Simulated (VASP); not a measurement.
Input of a VASP 6.6.1 run:

INCAR

```
SYSTEM = WSe2
PREC     = Accurate       ! precision mode
ENCUT    = 600            ! plane-wave cutoff, eV
EDIFF    = 1E-6           ! SCF threshold, eV
ISMEAR   = 0              ! smearing method
SIGMA    = 0.02           ! smearing width, eV
LREAL    = .FALSE.        ! projectors in reciprocal space
LASPH    = .TRUE.         ! aspherical terms in the spheres
NELM     = 80             ! most SCF steps
ALGO     = Normal         ! electronic algorithm
ISIF     = 3              ! what is computed and relaxed
LWAVE    = .FALSE.        ! write WAVECAR
LCHARG   = .FALSE.        ! write CHGCAR
GGA      = PS             ! functional
IBRION   = 2              ! ionic algorithm
NSW      = 70             ! ionic steps
EDIFFG   = -0.005         ! ionic threshold
```

KPOINTS

```
regular mesh
0
G
  12 12 2
  0 0 0
```

The input POSCAR:

```
WSe2
1.0
    3.2790406019      0.0000000000      0.0000000000
   -1.6395203009      2.8397324613      0.0000000000
    0.0000000000      0.0000000000     12.7928297555
W Se
2 4
Direct
    0.6666666667      0.3333333333      0.2500164789
    0.3333333333      0.6666666667      0.7499835211
    0.3333333333      0.6666666667      0.3816762949
    0.6666666667      0.3333333333      0.8816429105
    0.3333333333      0.6666666667      0.1183570895
    0.6666666667      0.3333333333      0.6183237051
```

Potentials or basis: VASP PAW PBE potentials, release 64 (W_sv, Se).

Run with:

```bash
$ cat potpaw_PBE.64/W_sv/POTCAR potpaw_PBE.64/Se/POTCAR > POTCAR
$ mpirun -np 1 vasp_std > vasp.out
```

Q: What does it give for the band gap on the k mesh?

A: 1.05 eV, indirect (least direct gap 1.59 eV).

Q: Estimate the space group after relaxing (to 0.05 Å).

A: P6_3/mmc (No. 194).

Q: What does it give for the relaxed volume?

A: 20.51 Å³/atom.

Forces in eV/Å, atoms in the order of the input:
```
W    0.000  0.000  0.000
W    0.000  0.000  0.000
Se   0.000  0.000  0.004
Se   0.000  0.000  0.005
Se   0.000  0.000 -0.005
Se   0.000  0.000 -0.004
```

Caveat: the PAW data sets were made with another functional, which shifts forces and pressure a little; spin-orbit coupling is left out, which moves the levels of the heavy elements. A k mesh can miss the band edges.
